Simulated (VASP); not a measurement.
Here is a VASP 6.6.1 calculation.

The input INCAR:

```
SYSTEM = K
ALGO = Normal
EDIFF = 1E-6
ENCUT = 520
GGA = CA
ISIF = 2
ISMEAR = -1
LASPH = .True.
LCHARG = .True.
LELF = .True.
LREAL = .False.
LVHAR = .True.
LWAVE = .False.
NBANDS = 10
NELM = 60
PREC = Accurate
SIGMA = 0.05
```

File KPOINTS:

```
k-points
0
Gamma
  7 7 7
  0 0 0
```

Contents of POSCAR:

```
K
1.0
   -2.6794535516      2.6794535516      2.6794535516
    2.6794535516     -2.6794535516      2.6794535516
    2.6794535516      2.6794535516     -2.6794535516
K
1
Direct
    0.0000000000      0.0000000000      0.0000000000
```

Potentials or basis: VASP PAW LDA potentials, release 64 (K_sv).

Command:

```console
$ cat potpaw_LDA.64/K_sv/POTCAR > POTCAR
$ mpirun -np 1 vasp_std > vasp.out
```

Task: What does it give for the pressure?

Result: -0.6 GPa.
